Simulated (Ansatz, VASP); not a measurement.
Ba in VASP and in Ansatz

File INCAR:

```
SYSTEM = Ba
ALGO = Fast ; EDIFF = 1E-7
ENCUT = 520 ; GGA = PS
ISIF = 2 ; ISMEAR = 0
LASPH = .True. ; LCHARG = .True.
LELF = .True. ; LREAL = .False.
LVHAR = .True. ; LWAVE = .False.
NBANDS = 11 ; NELM = 80
PREC = Accurate ; SIGMA = 0.15
```

Contents of KPOINTS:

```
k-points
0
Gamma
  14 14 14
  0 0 0
```

POSCAR

```
Ba
1.0
   -2.5000000000      2.5000000000      2.4000000000
    2.5000000000     -2.5000000000      2.4000000000
    2.5000000000      2.5000000000     -2.4000000000
Ba
1
Direct
    0.0000000000      0.0000000000      0.0000000000
```

Input for Ansatz:

```yaml
crystal:
  lattice:
    - [-2.5, 2.5, 2.4]
    - [2.5, -2.5, 2.4]
    - [2.5, 2.5, -2.4]
  atoms:
    - { symbol: Ba, position: [0.0, 0.0, 0.0] }
basis:
  ecutwfc: 420
kpoints:
  mp_grid: { grid: [14, 14, 14] }
hamiltonian:
  xc: pbesol
scf:
  occupations: { method: gaussian, width: 0.15 }
output:
  forces: true
  stress: true
  eigenvalues: true
```

Change from the starting cell: strain +0.000 along x and y, -0.040 along z, atoms carried along.

Alike in both runs: task single point; functional PBEsol; k mesh 14 × 14 × 14; occupations gaussian, width 0.15 eV; no spin polarisation.

|  | VASP | Ansatz |
| --- | --- | --- |
| version | VASP 6.6.1 | Ansatz 0.2.0 |
| potentials or method | VASP PAW PBE potentials, release 64 (Ba_sv), cutoff 520 eV | scalar-relativistic, plane waves, PAW |
| valence electrons in the cell | 10 | 10 |

|  | VASP | Ansatz | Ansatz less VASP |
| --- | --- | --- | --- |
| gap on the k mesh at the Fermi level (eV) | none | none | - |
| pressure (GPa) | -0.2 | -0.3 | -0.07 |
| traceless stress, the component that is largest in VASP (GPa) | 0.15 | 0.15 | -0.003 |

VASP's potentials were made for PBE, not for PBEsol. A gap of «none» marks a metal or a gap that the smearing closes.

Spin-orbit coupling is off throughout.
